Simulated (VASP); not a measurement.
# Ba (Im-3m) in VASP: single point with PBE

Aim: the single point of Ba with PBE.

All numbers are computed with VASP 6.6.1; they aren't measurements. Logs are shortened: lines on timing, memory, paths and dates and some standing lists are left out, and cuts for length are marked.

## Step 1: The cell of the first run

It takes space group Im-3m (No. 229, cubic). The conventional cell has a = 5.000 Å, b = 5.000 Å, c = 5.000 Å, α = 90.00°, β = 90.00°, γ = 90.00°. Ba (site symmetry m-3m) has 14 Ba at 4.33 to 5.00 Å within 5.7 Å.

## Step 2: Single point, PBE, non-collinear spin, zero start, spin-orbit coupling

Input file INCAR:

```
ALGO = Normal
EDIFF = 1E-7
ENCUT = 520
GGA = PE
GGA_COMPAT = F
ISIF = 2
ISMEAR = -1
LASPH = T
LCHARG = T
LNONCOLLINEAR = T
LORBIT = 11
LORBMOM = T
LREAL = F
LSORBIT = T
LVHAR = T
LWAVE = F
MAGMOM = 0 0 0
NBANDS = 21
NELM = 150
PREC = Accurate
SIGMA = 0.05
```

Input file KPOINTS:

```
k-points
0
Gamma
  10 10 10
```

Input file POSCAR:

```
Ba
1.0
   -2.5000000000      2.5000000000      2.5000000000
    2.5000000000     -2.5000000000      2.5000000000
    2.5000000000      2.5000000000     -2.5000000000
Ba
1
Direct
    0.0000000000      0.0000000000      0.0000000000
```

Potentials or basis: VASP PAW PBE potentials, release 64 (Ba_sv).

Started as:

```sh
$ cat potpaw_PBE.64/Ba_sv/POTCAR > POTCAR
$ mpirun -np 1 vasp_ncl > vasp.out
```

OUTCAR:

```text
EDIFF = 1E-7
   ENCUT = 520
   GGA = PE
   ISIF = 2
   ISMEAR = -1
   LASPH = T
   LNONCOLLINEAR = T
   LORBIT = 11
   LREAL = F
   LSORBIT = T
   NELM = 150
   PREC = Accurate

 ion  position               nearest neighbor table
   1  0.000  0.000  0.000-

  LATTYP: Found a body centered cubic cell.
 ALAT       =     5.0000000000

  Lattice vectors:

 A1 = (  -2.5000000000,   2.5000000000,   2.5000000000)
 A2 = (   2.5000000000,  -2.5000000000,   2.5000000000)
 A3 = (   2.5000000000,   2.5000000000,  -2.5000000000)

Analysis of symmetry for initial positions (statically):
=====================================================================
 Subroutine PRICEL returns:
 Original cell was already a primitive cell.

 Routine SETGRP: Setting up the symmetry group for a
 body centered cubic supercell.

 Subroutine GETGRP returns: Found 48 space group operations
 (whereof 48 operations were pure point group operations)
 out of a pool of 48 trial point group operations.

The static configuration has the point symmetry O_h .

Analysis of symmetry for dynamics (positions and initial velocities):
=====================================================================
 Subroutine PRICEL returns:
 Original cell was already a primitive cell.

 Routine SETGRP: Setting up the symmetry group for a
 body centered cubic supercell.

 Subroutine GETGRP returns: Found 48 space group operations
 (whereof 48 operations were pure point group operations)
 out of a pool of 48 trial point group operations.

The dynamic configuration has the point symmetry O_h .

Analysis of structural, dynamic, and magnetic symmetry:
=====================================================================
 Subroutine PRICEL returns:
 Original cell was already a primitive cell.

 Routine SETGRP: Setting up the symmetry group for a
 body centered cubic supercell.

 Subroutine GETGRP returns: Found 48 space group operations
 (whereof 48 operations were pure point group operations)
 out of a pool of 48 trial point group operations.

The overall configuration has the point symmetry O_h .

 Subroutine INISYM returns: Found 48 space group operations
 (whereof 48 operations are pure point group operations),
 and found     1 'primitive' translations

----------------------------------------------------------------------------------------

                                     Primitive cell

  volume of cell :      62.5000

  direct lattice vectors                    reciprocal lattice vectors
    -2.500000000  2.500000000  2.500000000     0.000000000  0.200000000  0.200000000
     2.500000000 -2.500000000  2.500000000     0.200000000  0.000000000  0.200000000
     2.500000000  2.500000000 -2.500000000     0.200000000  0.200000000  0.000000000

  length of vectors
     4.330127019  4.330127019  4.330127019     0.282842712  0.282842712  0.282842712

  position of ions in fractional coordinates (direct lattice)
     0.000000000  0.000000000  0.000000000

  ion indices of the primitive-cell ions
   primitive index   ion index
                 1           1

----------------------------------------------------------------------------------------

 KPOINTS: k-points

Automatic generation of k-mesh.
 Grid dimensions read from file:
 generate k-points for:   10   10   10

 Generating k-lattice:

  Cartesian coordinates                     Fractional coordinates (reciprocal lattice)
     0.000000000  0.020000000  0.020000000     0.100000000  0.000000000  0.000000000
     0.020000000  0.000000000  0.020000000     0.000000000  0.100000000  0.000000000
     0.020000000  0.020000000  0.000000000     0.000000000  0.000000000  0.100000000

  Length of vectors
     0.028284271  0.028284271  0.028284271

  Shift w.r.t. Gamma in fractional coordinates (k-lattice)
     0.000000000  0.000000000  0.000000000

 Subroutine IBZKPT returns following result:
 ===========================================

 Found     47 irreducible k-points:

 Following reciprocal coordinates:
            Coordinates               Weight
  0.000000  0.000000  0.000000      1.000000
  0.100000  0.000000  0.000000     12.000000
  0.200000  0.000000  0.000000     12.000000
  0.300000  0.000000  0.000000     12.000000
  0.400000  0.000000  0.000000     12.000000
  0.500000  0.000000  0.000000      6.000000
[... 16 lines left out ...]
  0.300000  0.300000  0.100000      8.000000
 -0.300000  0.300000  0.100000     24.000000
 [... further k-points ...]
   k-points           NKPTS =     47   k-points in BZ     NKDIM =     47   number of bands    NBANDS=     21
   number of dos      NEDOS =    301   number of ions     NIONS =      1
   total plane-waves  NPLWV =  32768
   dimension x,y,z NGX =    32 NGY =   32 NGZ =   32
   dimension x,y,z NGXF=    64 NGYF=   64 NGZF=   64
   ions per type =               1
   NGX,Y,Z   is equivalent  to a cutoff of  12.29, 12.29, 12.29 a.u.
   NGXF,Y,Z  is equivalent  to a cutoff of  24.57, 24.57, 24.57 a.u.
 SYSTEM =  unknown system
   PREC   = accura    normal or accurate (medium, high low for compatibility)
   ISTART =      0    job   : 0-new  1-cont  2-samecut
   ICHARG =      2    charge: 1-file 2-atom 10-const
   ISPIN  =      1    spin polarized calculation?
   LNONCOLLINEAR =      T non collinear calculations
   LSORBIT =      T    spin-orbit coupling
   LASPH  =      T    aspherical Exc in radial PAW
   ENCUT  =  520.0 eV  38.22 Ry    6.18 a.u.   8.05  8.05  8.05*2*pi/ulx,y,z
   NELM   =    150;   NELMIN=  2; NELMDL= -5     # of ELM steps
   EDIFF  = 0.1E-06   stopping-criterion for ELM
   LREAL  =      F    real-space projection
   EDIFFG = 0.1E-05   stopping-criterion for IOM
   NSW    =      0    number of steps for IOM
   IBRION =     -1    ionic relax: 0-MD 1-quasi-New 2-CG
   NFREE  =      0    steps in history (QN), initial steepest desc. (CG)
   ISIF   =      2    stress and relaxation
   ISYM   =      2    0-nonsym 1-usesym 2-fastsym
   POTIM  = 0.5000    time-step for ionic-motion
   TEBEG  =    0.0;   TEEND  =   0.0 temperature during run
   PSTRESS=    0.0 pullay stress
   NELECT =      10.0000    total number of electrons
   NUPDOWN=      -1.0000    fix difference up-down
   EMIN   =  10.00;   EMAX   =-10.00  energy-range for DOS
   EFERMI =   0.00;   METHOD = LEGACY
   ISMEAR =    -1;   SIGMA  =   0.05  broadening in eV -4-tet -1-fermi 0-gaus
   EFERMI_NEDOS =   21; number of points for ismear=-14 and -15
   IALGO  =     38    algorithm
   IMIX   =      4    mixing-type and parameters
     AMIX     =   0.40;   BMIX     =  1.00
     AMIX_MAG =   1.60;   BMIX_MAG =  1.00
  volume/ion in A,a.u.               =      62.50       421.77
  Fermi-wavevector in a.u.,A,eV,Ry     =   0.888754  1.679501 10.747016  0.789883
  Thomas-Fermi vector in A             =   2.010225
   LORBIT       =     11    0 simple, 1 ext, 2 COOP (PROOUT), +10 PAW based schemes
   GGA     = PE    functional components
   LHFCALC =     F    Hartree Fock is set to
   AEXX    =    0.0000 exact exchange contribution
   IVDW    =     0    specifies the selected vdW correction
   LEPSILON=     F    determine dielectric tensor
   LRPA    =     F    only Hartree local field effects (RPA)
  energy-cutoff  :      520.00
  volume of cell :       62.50
 maximum number of plane-waves:      3442
   NGX = 17   NGY = 17   NGZ = 17

 number of electron      10.0000000 magnetization       0.0000000      0.0000000      0.0000000

 number of electron       9.9999999 magnetization      -0.0000000      0.0000000      0.0000000

 number of electron       9.9999999 magnetization       0.0000000     -0.0000000     -0.0000000

 Free energy of the ion-electron system (eV)
  ---------------------------------------------------
  ext. energy  EPLUGINS =         0.00000000
  ---------------------------------------------------
  free energy    TOTEN  =        -2.11059504 eV

  energy without entropy =       -2.09937951  energy(sigma->0) =       -2.10498728

 E-fermi :   1.6569     XC(G=0):  -7.4359

 val. band max:        1.6462948312   @ k =   0.3000   0.3000   0.0000
 cond. band min:       1.6738025882   @ k =  -0.4000  -0.4000   0.1000
 fundamental gap:      0.0275077570
 Fermi energy:         1.6569046717

 k-point     1 :       0.0000    0.0000    0.0000
  band No.  band energies     occupation
      1     -27.2017      1.00000
      2     -27.2017      1.00000
      3     -13.5160      1.00000
      4     -13.5160      1.00000
      5     -11.5085      1.00000
      6     -11.5085      1.00000
[... 13 lines left out ...]
     20       4.9246      0.00000
     21       8.6305      0.00000

 k-point     2 :       0.1000    0.0000    0.0000
  band No.  band energies     occupation
      1     -27.1975      1.00000
      2     -27.1975      1.00000
      3     -13.5323      1.00000
      4     -13.5323      1.00000
      5     -11.5486      1.00000
      6     -11.5486      1.00000
[... 13 lines left out ...]
     20       4.9140      0.00000
     21       8.8399      0.00000

 k-point     3 :       0.2000    0.0000    0.0000
  band No.  band energies     occupation
      1     -27.1863      1.00000
      2     -27.1863      1.00000
      3     -13.5760      1.00000
      4     -13.5760      1.00000
      5     -11.6492      1.00000
      6     -11.6492      1.00000
[... 13 lines left out ...]
     20       4.9367      0.00000
     21       9.1233      0.00000
[... 457 lines left out ...]
 k-point    23 :       0.3000    0.3000    0.1000
  band No.  band energies     occupation
      1     -27.1536      1.00000
      2     -27.1536      1.00000
      3     -13.7006      1.00000
      4     -13.7006      1.00000
      5     -11.8474      1.00000
      6     -11.8474      1.00000
[... 13 lines left out ...]
     20       5.9831      0.00000
     21       8.2796      0.00000

 k-point    24 :      -0.3000    0.3000    0.1000
  band No.  band energies     occupation
      1     -27.1689      1.00000
      2     -27.1689      1.00000
      3     -13.6415      1.00000
      4     -13.6415      1.00000
      5     -11.7700      1.00000
      6     -11.7700      1.00000
[... 13 lines left out ...]
     20       5.4492      0.00000
     21       8.4321      0.00000

 [... further k-points ...]

------------------------ aborting loop because EDIFF is reached ----------------------------------------

  FORCE on cell =-STRESS in cart. coord.  units (eV):
  Direction    XX          YY          ZZ          XY          YZ          ZX
  --------------------------------------------------------------------------------------
  -------------------------------------------------------------------------------------
  Total        0.0528744      0.0528744      0.0528744     -0.0000000     -0.0000000     -0.0000000
  in kB        1.3554269      1.3554269      1.3554269     -0.0000000     -0.0000000     -0.0000000
  external PRESSURE =       1.3554269 kB  Pullay stress =       0.0000000 kB

 VOLUME and BASIS-vectors are now :
 -----------------------------------------------------------------------------
  energy-cutoff  :      520.00
  volume of cell :       62.50
      direct lattice vectors                 reciprocal lattice vectors
    -2.500000000  2.500000000  2.500000000     0.000000000  0.200000000  0.200000000
     2.500000000 -2.500000000  2.500000000     0.200000000  0.000000000  0.200000000
     2.500000000  2.500000000 -2.500000000     0.200000000  0.200000000  0.000000000

 POSITION                                       TOTAL-FORCE (eV/Angst)
 -----------------------------------------------------------------------------------
      0.00000      0.00000      0.00000        -0.000000      0.000000     -0.000000
 -----------------------------------------------------------------------------------
    total drift:                               -0.000000     -0.000000     -0.000000

  FREE ENERGIE OF THE ION-ELECTRON SYSTEM (eV)
  ---------------------------------------------------
  free  energy   TOTEN  =        -2.1105950405 eV

  energy  without entropy=       -2.0993795142  energy(sigma->0) =       -2.10498728

 orbital moment (x)

 # of ion     p       d       tot
 ----------------------------------------
  1         0.000  -0.000  -0.000
 ----------------------------------------
            0.000  -0.000  -0.000

 orbital moment (y)

 # of ion     p       d       tot
 ----------------------------------------
  1         0.000   0.000   0.000
 ----------------------------------------
            0.000   0.000   0.000

 orbital moment (z)

 # of ion     p       d       tot
 ----------------------------------------
  1         0.000   0.000   0.000
 ----------------------------------------
            0.000   0.000   0.000

 Spin-Orbit-Coupling matrix elements

 Ion:    1  E_soc:     -0.3986005
 l=   1
     0.0000000    -0.0662952    -0.0662952
    -0.0662952     0.0000000    -0.0662952
    -0.0662952    -0.0662952     0.0000000
 l=   2
     0.0000000     0.0000142     0.0000000     0.0000142    -0.0001525
     0.0000142     0.0000000    -0.0001144     0.0000142    -0.0000381
     0.0000000    -0.0001144     0.0000000    -0.0001144     0.0000000
     0.0000142     0.0000142    -0.0001144     0.0000000    -0.0000381
    -0.0001525    -0.0000381     0.0000000    -0.0000381     0.0000000
 l=   3
     0.0000000     0.0000000     0.0000000     0.0000000     0.0000000     0.0000000     0.0000000
     0.0000000     0.0000000     0.0000000     0.0000000     0.0000000     0.0000000     0.0000000
     0.0000000     0.0000000     0.0000000     0.0000000     0.0000000     0.0000000     0.0000000
     0.0000000     0.0000000     0.0000000     0.0000000     0.0000000     0.0000000     0.0000000
     0.0000000     0.0000000     0.0000000     0.0000000     0.0000000     0.0000000     0.0000000
     0.0000000     0.0000000     0.0000000     0.0000000     0.0000000     0.0000000     0.0000000
     0.0000000     0.0000000     0.0000000     0.0000000     0.0000000     0.0000000     0.0000000

 total charge

# of ion       s       p       d       tot
------------------------------------------
    1        2.069   5.547   0.278   7.894

 magnetization (x)

# of ion       s       p       d       tot
------------------------------------------
    1        0.000  -0.000  -0.000  -0.000

 magnetization (y)

# of ion       s       p       d       tot
------------------------------------------
    1        0.000  -0.000  -0.000  -0.000

 magnetization (z)

# of ion       s       p       d       tot
------------------------------------------
    1       -0.000  -0.000   0.000  -0.000
```

It took 84 s on 1 thread of AMD EPYC 7R13 (Zen 3), shared host; peak memory 0.32 GiB.

Results:

- Free energy: -2.1106 eV
- Pressure: 0.1 GPa
- Net moment: 0.00 μB per cell
- Valence electrons inside the program's atomic spheres: Ba 7.89

Moments on the atoms (μB; x, y, z):
```
Ba  0.00 0.00 0.00
```
